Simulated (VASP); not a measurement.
Input of a VASP 6.6.1 run:

POSCAR

```
Sn
1.0
    0.0000000000      3.2292984931      3.2292984931
    3.2292984931      0.0000000000      3.2292984931
    3.2292984931      3.2292984931      0.0000000000
Sn
2
Direct
    0.5000000000      0.5000000000      0.5000000000
    0.7500000000      0.7500000000      0.7500000000
```

INCAR.step1

```
  PREC = Accurate
  ENCUT = 520
  ISMEAR = -1
  SIGMA = 0.08
  LREAL = F
  LASPH = T
  NELM = 60
  NBANDS = 21
  GGA = PE
  ALGO = Normal
  EDIFF = 1E-4
  LWAVE = T
  LCHARG = F
```

Contents of INCAR.step2:

```
  PREC = Accurate
  ENCUT = 520
  EDIFF = 1E-8
  ISMEAR = -1
  SIGMA = 0.08
  LREAL = F
  LASPH = T
  NELM = 60
  ALGO = Normal
  ISIF = 2
  LWAVE = F
  LCHARG = F
  METAGGA = R2SCAN
  LMIXTAU = T
  LEFG = T
  NBANDS = 21
  ISTART = 1
```

The input KPOINTS:

```
Automatic mesh
0
Gamma
  9 9 9
```

Potentials or basis: VASP PAW PBE potentials, release 64 (Sn_d).

Launch:

```console
$ cat potpaw_PBE.64/Sn_d/POTCAR > POTCAR
$ cp INCAR.step1 INCAR
$ mpirun -np 1 vasp_std > vasp.out
$ cp INCAR.step2 INCAR
$ mpirun -np 1 vasp_std > vasp.out
```

(1) Predict the band gap on the k mesh.

(2) What does it give for the pressure?

## Answers

(1) zero (filled and empty bands touch).

(2) 2.4 GPa.

Caveat: without QUAD_EFG the Cq values of the log hold for a quadrupole moment of 1 mb, not for the nuclei; the PAW data sets were made with another functional, which shifts forces and pressure a little; spin-orbit coupling is left out, which moves the levels of the heavy elements.
